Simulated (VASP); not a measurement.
Write the native input for VASP 6.6.1 that does the following.

* Task: single point
* Functional: PBE
* Dispersion: D4
* Potentials or basis: VASP PAW PBE potentials, release 64 (Sr_sv, O)
* Cutoff: 520 eV
* k mesh: 9 × 9 × 9
* Occupations: fermi-dirac, width 0.05 eV
* Spin: no spin polarisation
* Dipole correction: no
* Further INCAR settings: ALGO = Normal; EDIFF = 1e-06; NBANDS = 15

The structure of SrO lies in POSCAR:

```
SrO
1.0
    0.0000000000      2.5810190388      2.5810190388
    2.5810190388      0.0000000000      2.5810190388
    2.5810190388      2.5810190388      0.0000000000
Sr O
1 1
Direct
    0.5000000000      0.5000000000      0.5000000000
    0.0000000000      0.0000000000      0.0000000000
```

One way to write it, as run:

INCAR

```
PREC     = Accurate       # precision mode
ENCUT    = 520            # plane-wave cutoff, eV
EDIFF    = 1E-6           # SCF threshold, eV
ISMEAR   = -1             # smearing method
SIGMA    = 0.05           # smearing width, eV
LREAL    = False          # projectors in reciprocal space
LASPH    = True           # aspherical terms in the spheres
NELM     = 80             # most SCF steps
ALGO     = Normal         # electronic algorithm
ISIF     = 2              # what is computed and relaxed
LWAVE    = False          # write WAVECAR
LCHARG   = True           # write CHGCAR
GGA      = PE             # functional
IVDW     = 13             # dispersion correction
LELF     = True           # ELF
LVHAR    = True         
NBANDS   = 15             # bands
```

KPOINTS

```
Automatic mesh
0
Gamma
  9 9 9
```

Potentials or basis: VASP PAW PBE potentials, release 64 (Sr_sv, O).

Run with:

```sh
$ cat potpaw_PBE.64/Sr_sv/POTCAR potpaw_PBE.64/O/POTCAR > POTCAR
$ mpirun -np 1 vasp_std > vasp.out
```

It gave:

- Pressure: 0.5 GPa
- Band gap on the k mesh: 3.33 eV, indirect (least direct gap 3.43 eV)
- Dispersion energy per atom: -0.169 eV

Wall time 23 s on 1 thread of Intel(R) Xeon(R) Platinum 8488C (Sapphire Rapids), with other jobs on the host, peak memory 0.16 GiB.
